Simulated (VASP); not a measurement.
# Hf2S (P6_3/mmc) in VASP: relaxation of cell and atoms with PBEsol+D4

Aim: the relaxation of cell and atoms of Hf2S with PBEsol+D4.

Everything below comes from runs of VASP 6.6.1. Logs are shortened: lines on timing, memory, paths and dates and some standing lists are left out, and cuts for length are marked.

### 1 The cell of the first run

Symmetry: P6_3/mmc, No. 194, hexagonal system. Conventional cell: a = 3.374 Å, b = 3.374 Å, c = 11.717 Å, α = 90.00°, β = 90.00°, γ = 120.00°. Within 3.6 Å of Hf (site symmetry 3m) lie 3 S at 2.62 Å and 10 Hf at 3.05 to 3.51 Å. Within 3.5 Å of S (site symmetry -6m2) lie 6 Hf at 2.62 Å and 6 S at 3.37 Å.

### 2 Relaxation of cell and atoms, PBEsol+D4

Contents of INCAR:

```
SYSTEM = Hf2S
  PREC = Accurate
  ENCUT = 600
  EDIFF = 1E-7
  ISMEAR = 0
  SIGMA = 0.1
  LREAL = .False.
  LASPH = .True.
  NELM = 80
  ALGO = Fast
  ISIF = 3
  LWAVE = .False.
  LCHARG = .False.
  GGA = PS
  IVDW = 13
  IBRION = 2
  NSW = 80
  EDIFFG = -0.01
```

Contents of KPOINTS:

```
regular mesh
0
Gamma
  12 12 4
  0 0 0
```

Contents of POSCAR:

```
Hf2S
1.0
    3.3742737662      0.0000000000      0.0000000000
   -1.6871368831      2.9222068008      0.0000000000
    0.0000000000      0.0000000000     11.7174070300
Hf S
4 2
Direct
    0.6666666667      0.3333333333      0.8998116400
    0.3333333333      0.6666666667      0.3998116400
    0.6666666667      0.3333333333      0.6001883600
    0.3333333333      0.6666666667      0.1001883600
    0.0000000000      0.0000000000      0.7500000000
    0.0000000000      0.0000000000      0.2500000000
```

Potentials or basis: VASP PAW PBE potentials, release 64 (Hf_pv, S).

Launch:

```sh
$ cat potpaw_PBE.64/Hf_pv/POTCAR potpaw_PBE.64/S/POTCAR > POTCAR
$ mpirun -np 1 vasp_std > vasp.out
```

OUTCAR:

```text
SYSTEM = Hf2S
   PREC = Accurate
   ENCUT = 600
   EDIFF = 1E-7
   ISMEAR = 0
   LREAL = .False.
   LASPH = .True.
   NELM = 80
   ISIF = 3
   GGA = PS
   IVDW = 13
   IBRION = 2
   NSW = 80
   EDIFFG = -0.01

 ion  position               nearest neighbor table
   1  0.667  0.333  0.900-   5 2.62   5 2.62   5 2.62   4 3.05   4 3.05   4 3.05   3 3.51
   2  0.333  0.667  0.400-   6 2.62   6 2.62   6 2.62   3 3.05   3 3.05   3 3.05   4 3.51
   3  0.667  0.333  0.600-   5 2.62   5 2.62   5 2.62   2 3.05   2 3.05   2 3.05   1 3.51
   4  0.333  0.667  0.100-   6 2.62   6 2.62   6 2.62   1 3.05   1 3.05   1 3.05   2 3.51
   5  0.000  0.000  0.750-   1 2.62   3 2.62   1 2.62   3 2.62   1 2.62   3 2.62
   6  0.000  0.000  0.250-   2 2.62   4 2.62   2 2.62   4 2.62   2 2.62   4 2.62

  LATTYP: Found a hexagonal cell.
 ALAT       =     3.3742737662
 C/A-ratio  =     3.4725715345

  Lattice vectors:

 A1 = (   3.3742737662,   0.0000000000,   0.0000000000)
 A2 = (  -1.6871368831,   2.9222068008,   0.0000000000)
 A3 = (   0.0000000000,   0.0000000000,  11.7174070300)

Analysis of symmetry for initial positions (statically):
=====================================================================
 Subroutine PRICEL returns:
 Original cell was already a primitive cell.

 Routine SETGRP: Setting up the symmetry group for a
 hexagonal supercell.

 Subroutine GETGRP returns: Found 24 space group operations
 (whereof 12 operations were pure point group operations)
 out of a pool of 24 trial point group operations.

The static configuration has the point symmetry D_3d.
 The point group associated with its full space group is D_6h.

Analysis of symmetry for dynamics (positions and initial velocities):
=====================================================================
 Subroutine PRICEL returns:
 Original cell was already a primitive cell.

 Routine SETGRP: Setting up the symmetry group for a
 hexagonal supercell.

 Subroutine GETGRP returns: Found 24 space group operations
 (whereof 12 operations were pure point group operations)
 out of a pool of 24 trial point group operations.

The dynamic configuration has the point symmetry D_3d.
 The point group associated with its full space group is D_6h.

 Subroutine INISYM returns: Found 24 space group operations
 (whereof 12 operations are pure point group operations),
 and found     1 'primitive' translations

----------------------------------------------------------------------------------------

                                     Primitive cell

  volume of cell :     115.5375

  direct lattice vectors                    reciprocal lattice vectors
     3.374273766  0.000000000  0.000000000     0.296360067  0.171103565  0.000000000
    -1.687136883  2.922206801  0.000000000     0.000000000  0.342207129  0.000000000
     0.000000000  0.000000000 11.717407030     0.000000000  0.000000000  0.085343114

  length of vectors
     3.374273766  3.374273766 11.717407030     0.342207129  0.342207129  0.085343114

  position of ions in fractional coordinates (direct lattice)
     0.666666667  0.333333333  0.899811640
     0.333333333  0.666666667  0.399811640
     0.666666667  0.333333333  0.600188360
     0.333333333  0.666666667  0.100188360
     0.000000000  0.000000000  0.750000000
     0.000000000  0.000000000  0.250000000

  ion indices of the primitive-cell ions
   primitive index   ion index
                 1           1
                 2           2
                 3           3
                 4           4
                 5           5
                 6           6

----------------------------------------------------------------------------------------

 KPOINTS: regular mesh

Automatic generation of k-mesh.
 Grid dimensions read from file:
 generate k-points for:   12   12    4

 Generating k-lattice:

  Cartesian coordinates                     Fractional coordinates (reciprocal lattice)
     0.024696672  0.014258630  0.000000000     0.083333333 -0.000000000  0.000000000
     0.000000000  0.028517261  0.000000000     0.000000000  0.083333333  0.000000000
     0.000000000  0.000000000  0.021335778     0.000000000  0.000000000  0.250000000

  Length of vectors
     0.028517261  0.028517261  0.021335778

  Shift w.r.t. Gamma in fractional coordinates (k-lattice)
     0.000000000  0.000000000  0.000000000

 Subroutine IBZKPT returns following result:
 ===========================================

 Found     57 irreducible k-points:

 Following reciprocal coordinates:
            Coordinates               Weight
  0.000000  0.000000  0.000000      1.000000
  0.083333  0.000000  0.000000      6.000000
  0.166667 -0.000000  0.000000      6.000000
  0.250000 -0.000000  0.000000      6.000000
  0.333333 -0.000000  0.000000      6.000000
  0.416667 -0.000000  0.000000      6.000000
[... 16 lines left out ...]
  0.250000 -0.000000  0.250000     12.000000
  0.333333 -0.000000  0.250000     12.000000
 [... further k-points ...]
   k-points           NKPTS =     57   k-points in BZ     NKDIM =     57   number of bands    NBANDS=     31
   number of dos      NEDOS =    301   number of ions     NIONS =      6
   total plane-waves  NPLWV =  75264
   dimension x,y,z NGX =    28 NGY =   28 NGZ =   96
   dimension x,y,z NGXF=    56 NGYF=   56 NGZF=  192
   ions per type =               4   2
   NGX,Y,Z   is equivalent  to a cutoff of  13.80, 13.80, 13.62 a.u.
   NGXF,Y,Z  is equivalent  to a cutoff of  27.59, 27.59, 27.24 a.u.
 SYSTEM =  Hf2S
   PREC   = accura    normal or accurate (medium, high low for compatibility)
   ISTART =      0    job   : 0-new  1-cont  2-samecut
   ICHARG =      2    charge: 1-file 2-atom 10-const
   ISPIN  =      1    spin polarized calculation?
   LNONCOLLINEAR =      F non collinear calculations
   LSORBIT =      F    spin-orbit coupling
   LASPH  =      T    aspherical Exc in radial PAW
   ENCUT  =  600.0 eV  44.10 Ry    6.64 a.u.   6.74  6.74 23.40*2*pi/ulx,y,z
   NELM   =     80;   NELMIN=  2; NELMDL= -5     # of ELM steps
   EDIFF  = 0.1E-06   stopping-criterion for ELM
   LREAL  =      F    real-space projection
   EDIFFG = -.1E-01   stopping-criterion for IOM
   NSW    =     80    number of steps for IOM
   IBRION =      2    ionic relax: 0-MD 1-quasi-New 2-CG
   NFREE  =      1    steps in history (QN), initial steepest desc. (CG)
   ISIF   =      3    stress and relaxation
   ISYM   =      2    0-nonsym 1-usesym 2-fastsym
   POTIM  = 0.5000    time-step for ionic-motion
   TEBEG  =    0.0;   TEEND  =   0.0 temperature during run
   PSTRESS=    0.0 pullay stress
   NELECT =      52.0000    total number of electrons
   NUPDOWN=      -1.0000    fix difference up-down
   EMIN   =  10.00;   EMAX   =-10.00  energy-range for DOS
   EFERMI =   0.00;   METHOD = LEGACY
   ISMEAR =     0;   SIGMA  =   0.10  broadening in eV -4-tet -1-fermi 0-gaus
   EFERMI_NEDOS =   21; number of points for ismear=-14 and -15
   IALGO  =     68    algorithm
   IMIX   =      4    mixing-type and parameters
     AMIX     =   0.40;   BMIX     =  1.00
     AMIX_MAG =   1.60;   BMIX_MAG =  1.00
  volume/ion in A,a.u.               =      19.26       129.95
  Fermi-wavevector in a.u.,A,eV,Ry     =   1.254590  2.370831 21.415503  1.573995
  Thomas-Fermi vector in A             =   2.388387
   LORBIT       =      0    0 simple, 1 ext, 2 COOP (PROOUT), +10 PAW based schemes
   GGA     = PS    functional components
   LHFCALC =     F    Hartree Fock is set to
   AEXX    =    0.0000 exact exchange contribution
   IVDW    =    13    specifies the selected vdW correction
   LEPSILON=     F    determine dielectric tensor
   LRPA    =     F    only Hartree local field effects (RPA)
 conjugate gradient relaxation of ions
 non-spin polarized calculation
 RMM-DIIS sequential band-by-band and
 Gauss-broadening in eV      SIGMA  =   0.10
  energy-cutoff  :      600.00
  volume of cell :      115.54
 maximum number of plane-waves:      3876
 NGX is ok and might be reduce to    28
   NGX = 13   NGY = 13   NGZ = 47

--------------------------------------- Ionic step        1  -------------------------------------------

 number of electron      52.0000001 magnetization

 Free energy of the ion-electron system (eV)
  ---------------------------------------------------
  ext. energy  EPLUGINS =         0.00000000
  ---------------------------------------------------
  free energy    TOTEN  =       -57.42695851 eV

  energy without entropy =      -57.41184009  energy(sigma->0) =      -57.41939930

------------------------ aborting loop because EDIFF is reached ----------------------------------------

  DFT-D4 for vdW energy calculation

  Edisp (eV):   -0.96233

  FORCE on cell =-STRESS in cart. coord.  units (eV):
  Direction    XX          YY          ZZ          XY          YZ          ZX
  --------------------------------------------------------------------------------------
  -------------------------------------------------------------------------------------
  Total      -3.38274    -3.38274    -3.06938     0.00000    -0.00000     0.00000
  in kB     -46.90908   -46.90908   -42.56354     0.00000    -0.00000     0.00000
  external pressure =      -45.46 kB  Pullay stress =        0.00 kB

 VOLUME and BASIS-vectors are now :
 -----------------------------------------------------------------------------
  energy-cutoff  :      600.00
  volume of cell :      115.54
      direct lattice vectors                 reciprocal lattice vectors
     3.374273766  0.000000000  0.000000000     0.296360067  0.171103565  0.000000000
    -1.687136883  2.922206801  0.000000000     0.000000000  0.342207129  0.000000000
     0.000000000  0.000000000 11.717407030     0.000000000  0.000000000  0.085343114
[... 309 lines left out ...]
 POSITION                                       TOTAL-FORCE (eV/Angst)
 -----------------------------------------------------------------------------------
      1.66487      0.96121     10.46385        -0.000000      0.000000     -0.012434
     -0.00000      1.92242      4.64263        -0.000000      0.000000     -0.012434
      1.66487      0.96121      6.99981         0.000000     -0.000000      0.012434
     -0.00000      1.92242      1.17859         0.000000     -0.000000      0.012434
      0.00000     -0.00000      8.73183        -0.000000     -0.000000      0.000000
      0.00000     -0.00000      2.91061         0.000000      0.000000      0.000000
 -----------------------------------------------------------------------------------
    total drift:                               -0.000000      0.000000      0.000000

  FREE ENERGIE OF THE ION-ELECTRON SYSTEM (eV)
  ---------------------------------------------------
  free  energy   TOTEN  =       -58.4508140320 eV

  energy  without entropy=      -58.4361628240  energy(sigma->0) =      -58.44348843

--------------------------------------- Ionic step        9  -------------------------------------------

 number of electron      52.0000002 magnetization

 Free energy of the ion-electron system (eV)
  ---------------------------------------------------
  ext. energy  EPLUGINS =         0.00000000
  ---------------------------------------------------
  free energy    TOTEN  =       -57.45761592 eV

  energy without entropy =      -57.44313141  energy(sigma->0) =      -57.45037367

 E-fermi :   6.5435     XC(G=0): -11.6672

 val. band max:        6.5379327653   @ k =   0.3333   0.2500   0.0000
 cond. band min:       6.5460902889   @ k =   0.0833   0.0833   0.0000
 fundamental gap:      0.0081575237
 Fermi energy:         6.5434685453

 k-point     1 :       0.0000    0.0000    0.0000
  band No.  band energies     occupation
      1     -24.6273      2.00000
      2     -24.4866      2.00000
      3     -24.1489      2.00000
      4     -24.0281      2.00000
      5     -24.0281      2.00000
      6     -24.0170      2.00000
[... 805 lines left out ...]
     30       8.3434      0.00000
     31       9.0175      0.00000

 [... further k-points ...]

------------------------ aborting loop because EDIFF is reached ----------------------------------------

  DFT-D4 for vdW energy calculation

  Edisp (eV):   -0.99325

  FORCE on cell =-STRESS in cart. coord.  units (eV):
  Direction    XX          YY          ZZ          XY          YZ          ZX
  --------------------------------------------------------------------------------------
  -------------------------------------------------------------------------------------
  Total       0.01009     0.01009     0.02000     0.00000     0.00000     0.00000
  in kB       0.14472     0.14472     0.28671     0.00000     0.00000     0.00000
  external pressure =        0.19 kB  Pullay stress =        0.00 kB

 VOLUME and BASIS-vectors are now :
 -----------------------------------------------------------------------------
  energy-cutoff  :      600.00
  volume of cell :      111.74
      direct lattice vectors                 reciprocal lattice vectors
     3.330115879  0.000000000 -0.000000000     0.300289851  0.173372426  0.000000000
    -1.665057939  2.883964948  0.000000000    -0.000000000  0.346744852  0.000000000
    -0.000000000 -0.000000000 11.634891291     0.000000000 -0.000000000  0.085948375

 POSITION                                       TOTAL-FORCE (eV/Angst)
 -----------------------------------------------------------------------------------
      1.66506      0.96132     10.45627         0.000000      0.000000     -0.003698
     -0.00000      1.92264      4.63883         0.000000      0.000000     -0.003698
      1.66506      0.96132      6.99606        -0.000000     -0.000000      0.003698
     -0.00000      1.92264      1.17862        -0.000000     -0.000000      0.003698
     -1.66506      2.88396      8.72617        -0.000000      0.000000     -0.000000
     -0.00000     -0.00000      2.90872         0.000000      0.000000     -0.000000
 -----------------------------------------------------------------------------------
    total drift:                                0.000000      0.000000     -0.000000

  FREE ENERGIE OF THE ION-ELECTRON SYSTEM (eV)
  ---------------------------------------------------
  free  energy   TOTEN  =       -58.4508615870 eV

  energy  without entropy=      -58.4363770753  energy(sigma->0) =      -58.44361933

 reached required accuracy - stopping structural energy minimisation
```

Wall time 54 min (1 thread of Oxide Virtual Turin-like, shared host); peak memory 0.38 GiB.

Results:

```yaml
Free_energy: -58.4509 eV
Relaxed_volume: 18.62 Å³/atom
Relaxed_cell: a = 3.330 Å, b = 3.330 Å, c = 11.635 Å, α = 90.00°, β = 90.00°, γ = 120.00°
Space_group_after_relaxing_to_0.1_Å: P6_3/mmc (No. 194)
Energy_gained_by_relaxing: 10.3 meV/atom
Ionic_steps: 9
Pressure_after_relaxing: 0.0 GPa
Largest_force_after_relaxing: 0.004 eV/Å
Band_gap_on_the_k_mesh: zero (bands 26 and 27 overlap by 1.04 eV)
Dispersion_energy_per_atom: -0.166 eV
```

Forces in eV/Å, atoms in the order of the input:
```
Hf   0.000  0.000 -0.004
Hf   0.000  0.000 -0.004
Hf   0.000  0.000  0.004
Hf   0.000  0.000  0.004
S    0.000  0.000  0.000
S    0.000  0.000  0.000
```

Step by step:
| step | energy change (eV) | largest force (eV/Å) | pressure (GPa) | volume (Å³) |
| --- | --- | --- | --- | --- |
| 1 | 0.0000 | 0.1998 | -4.55 | 115.54 |
| 2 | 0.0596 | 0.0320 | 7.79 | 106.64 |
| 3 | -0.0575 | 0.1517 | 0.04 | 111.76 |
| 4 | -0.0575 | 0.1488 | 0.18 | 111.68 |
| 5 | -0.0614 | 0.0323 | 0.10 | 111.67 |
| 6 | -0.0615 | 0.0177 | 0.10 | 111.66 |
| 7 | -0.0615 | 0.0103 | -0.11 | 111.83 |
| 8 | -0.0615 | 0.0124 | -0.06 | 111.79 |
| 9 | -0.0616 | 0.0037 | 0.02 | 111.74 |

Final structure:
```
Hf S
1.0
     3.33012    0.00000    0.00000
    -1.66506    2.88396    0.00000
     0.00000    0.00000   11.63489
Hf S
4 2
Direct
  0.66667 0.33333 0.89870
  0.33333 0.66667 0.39870
  0.66667 0.33333 0.60130
  0.33333 0.66667 0.10130
  0.00000 0.00000 0.75000
  0.00000 0.00000 0.25000
```

Caveat: the PAW data sets were made with another functional, which shifts forces and pressure a little; spin-orbit coupling is left out, which moves the levels of the heavy elements.
